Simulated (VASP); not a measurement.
Ga3H5, 8 atoms in the cell. Symmetry: P6/mmm, No. 191, hexagonal system. Conventional cell: a = 4.532 Å, b = 4.532 Å, c = 6.128 Å, α = 90.00°, β = 90.00°, γ = 120.00°. Ga (site symmetry -6m2) has 2 H at 1.70 Å within 2.3 Å. Ga (site symmetry 6/mmm) has 14 H at 2.95 to 3.06 Å and 12 Ga at 4.03 Å within 4.1 Å. Within 2.3 Å of H (site symmetry 3m) lie 1 Ga at 1.70 Å. H (site symmetry 6/mmm) has 8 Ga at 2.62 to 3.06 Å and 12 H at 3.12 Å within 3.5 Å. The cell was generated, and may not be a known phase.

* Program: VASP 6.6.1
* Task: relaxation of cell and atoms
* Functional: PBE
* Potentials or basis: VASP PAW PBE potentials, release 64 (Ga_d, H)
* Cutoff: 600 eV
* k mesh: 6 × 6 × 4
* Occupations: gaussian, width 0.1 eV
* Spin: no spin polarisation
* Dipole correction: no
* Further INCAR settings: ALGO = Normal; EDIFF = 1e-06; IBRION = 2; EDIFFG = -0.04; NSW = 90; ISIF = 3

Potentials or basis: VASP PAW PBE potentials, release 64 (Ga_d, H).

Run with:

```console
$ cat potpaw_PBE.64/Ga_d/POTCAR potpaw_PBE.64/H/POTCAR > POTCAR
$ mpirun -np 1 vasp_std > vasp.out
```

Hardware: 1 thread of Intel(R) Xeon(R) 6975P-C (Granite Rapids), with other jobs on the host.

Problem. How long does it take, and how much memory?

Solution. Run time: 15 min on 1 thread of Intel(R) Xeon(R) 6975P-C (Granite Rapids), on a shared host, peak memory 0.3 GiB. Counts: scf iterations 407, k points 21, ion steps 53.
